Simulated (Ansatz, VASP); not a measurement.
## CdS in VASP and in Ansatz

File INCAR:

```
SYSTEM = CdS
ALGO = Normal
EDIFF = 1E-6
ENCUT = 520
GGA = PE
ISIF = 2
ISMEAR = -1
LASPH = .True.
LCHARG = .True.
LELF = .True.
LREAL = .False.
LVHAR = .True.
LWAVE = .False.
NBANDS = 26
NELM = 80
PREC = Accurate
SIGMA = 0.05
```

The input KPOINTS:

```
k-points
0
Gamma
  9 9 5
  0 0 0
```

The input POSCAR:

```
CdS
1.0
    4.1688380995      0.0000000000      0.0000000000
   -2.0844190498      3.6103196984      0.0000000000
    0.0000000000      0.0000000000      6.7796174100
Cd S
2 2
Direct
    0.6666666700      0.3333333300      0.5016993795
    0.3333333300      0.6666666700      0.0002243700
    0.6666666700      0.3333333300      0.8767756300
    0.3333333300      0.6666666700      0.3767756300
```

Input for Ansatz:

```yaml
crystal:
  lattice:
    - [4.1688380995, 0.0, 0.0]
    - [-2.0844190498, 3.6103196984, 0.0]
    - [0.0, 0.0, 6.77961741]
  atoms:
    - { symbol: Cd, position: [0.66666667, 0.33333333, 0.5016993795] }
    - { symbol: Cd, position: [0.33333333, 0.66666667, 0.00022437] }
    - { symbol: S, position: [0.66666667, 0.33333333, 0.87677563] }
    - { symbol: S, position: [0.33333333, 0.66666667, 0.37677563] }
hamiltonian:
  xc: pbe
  pseudopotentials:
    kind: all_electron
    lapw: { muffin_tin_radii: { S: 1.032, Cd: 1.222 } }
kpoints:
  mp_grid: { grid: [9, 9, 5] }
scf:
  occupations: { method: fermi_dirac, width: 0.05 }
  convergence: { dr2_threshold: 1.0e-09 }
output:
  eigenvalues: true
  forces: true
basis:
  ecutwfc: 400
```

Alike in both runs: task single point; functional PBE; k mesh 9 × 9 × 5; occupations fermi-dirac, width 0.05 eV; no spin polarisation.

|  | VASP | Ansatz |
| --- | --- | --- |
| version | VASP 6.6.1 | Ansatz 0.2.0 |
| potentials or method | VASP PAW PBE potentials, release 64 (Cd, S), cutoff 520 eV | all-electron LAPW, scalar-relativistic |

```tsv
	VASP	Ansatz	Ansatz less VASP
gap on the k mesh at the Fermi level (eV)	1.16	1.16	-0.002
least direct gap on the mesh (eV)	1.16	1.16	-0.002
rms of the force components (eV/Å)	0.023	0.023	-0.0002
```

Atom by atom the forces differ by 0.000 eV/Å (rms over components). Ansatz ran all-electron here, and VASP with PAW potentials.
